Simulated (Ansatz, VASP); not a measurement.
Two plane-wave programs on GaSb3

```
CELL_PARAMETERS angstrom
0.00000 3.51861 3.81241
3.51861 0.00000 3.81241
3.51861 3.51861 0.00000
ATOMIC_POSITIONS crystal
Ga 0.00000 0.00000 0.00000
Sb 0.25000 0.25000 0.25000
Sb 0.75000 0.75000 0.75000
Sb 0.50000 0.50000 0.50000
```

Alike in both runs: task single point; functional PBEsol; k mesh 10 × 10 × 10; occupations gaussian, width 0.15 eV; no spin polarisation.

|  | VASP | Ansatz |
| --- | --- | --- |
| version | VASP 6.6.1 | Ansatz 0.2.0 |
| potentials or method | VASP PAW PBE potentials, release 64 (Ga_d, Sb), cutoff 520 eV | scalar-relativistic, plane waves, PAW |
| valence electrons in the cell | 28 | 58 |

```tsv
	VASP	Ansatz	Ansatz less VASP
gap on the k mesh at the Fermi level (eV)	none	none	-
pressure (GPa)	2.2	2.2	-0.03
traceless stress, the component that is largest in VASP (GPa)	-1.89	-1.89	+0.006
```

VASP's potentials were made for PBE, not for PBEsol, and Ansatz warns of the same on its side. A gap of «none» marks a metal or a gap that the smearing closes. VASP's potentials hold 28 valence electrons a cell and Ansatz's 58, so a difference there can come from the potentials and not from the codes.

Spin-orbit coupling is off throughout.
